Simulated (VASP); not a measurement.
# BaTiO3: single point with r2SCAN+U

The system is BaTiO3.

```
CELL_PARAMETERS angstrom
8.12727 0.00000 0.00000
0.01049 4.06362 0.00000
0.01049 0.01047 4.06360
ATOMIC_POSITIONS crystal
Ba 0.00000 0.00000 0.00000
Ba 0.50000 0.00000 0.00000
Ti 0.24300 0.48600 0.48600
Ti 0.74300 0.48600 0.48600
O 0.25420 0.50840 0.01850
O 0.75420 0.50840 0.01850
O 0.00925 0.50840 0.50840
O 0.50925 0.50840 0.50840
O 0.25420 0.01850 0.50840
O 0.75420 0.01850 0.50840
```

- Program: VASP 6.6.1
- Task: single point
- Functional: r2SCAN
- Potentials or basis: VASP PAW PBE potentials, release 64 (Ba_sv, Ti_sv, O)
- Cutoff: 660 eV
- k mesh: 3 × 6 × 6
- Occupations: fermi-dirac, width 0.1 eV
- Spin: no spin polarisation
- Hubbard terms: Ti d U = 1.04 eV, O p U = 6.9 eV

```json
{
  "Pressure": "-5.6 GPa",
  "Largest force": "0.111 eV/Å",
  "Band gap on the k mesh": "2.86 eV"
}
```

Forces in eV/Å, atoms in the order of the input:
```
Ba  -0.065 -0.064 -0.064
Ba  -0.065 -0.064 -0.064
Ti  -0.055 -0.058 -0.058
Ti  -0.055 -0.058 -0.058
O    0.005  0.006  0.110
O    0.005  0.006  0.110
O    0.110  0.005  0.005
O    0.110  0.005  0.005
O    0.005  0.110  0.006
O    0.005  0.110  0.006
```

Stress tensor (GPa, compression positive):
```
-5.56  0.06  0.06
 0.06 -5.56  0.06
 0.06  0.06 -5.56
```

Levels at points of the mesh, in eV from the valence-band top:
```tsv
k point	band 37	band 38	band 39	band 40	band 41	band 42	band 43	band 44
(0.00, 0.00, 0.00)	-0.84	-0.47	-0.40	-0.40	2.86	2.86	2.95	3.00
(0.00, 0.50, 0.00)	-0.89	-0.85	-0.84	-0.08	3.00	4.12	4.18	4.19
(0.00, 0.50, 0.50)	-0.08	-0.01	-0.01	0.00	4.18	4.19	4.56	4.65
```

Eigenvalues of the final occupation matrices:
```
    site  spin  trace               eigenvalues
site 3 d     1   0.82  0.11 0.11 0.11 0.24 0.24
site 3 d     2   0.82  0.11 0.11 0.11 0.24 0.24
site 4 d     1   0.82  0.11 0.11 0.11 0.24 0.24
site 4 d     2   0.82  0.11 0.11 0.11 0.24 0.24
```

It took 18 min on 1 thread of Intel(R) Xeon(R) Platinum 8259CL CPU @ 2.50GHz (Skylake/Cascade Lake), with other jobs on the host, peak memory 0.5 GiB.

Caveat: the cell stands under tension; the PAW data sets were made with another functional, which shifts forces and pressure a little; spin-orbit coupling is left out, which moves the levels of the heavy elements. A k mesh can miss the band edges.
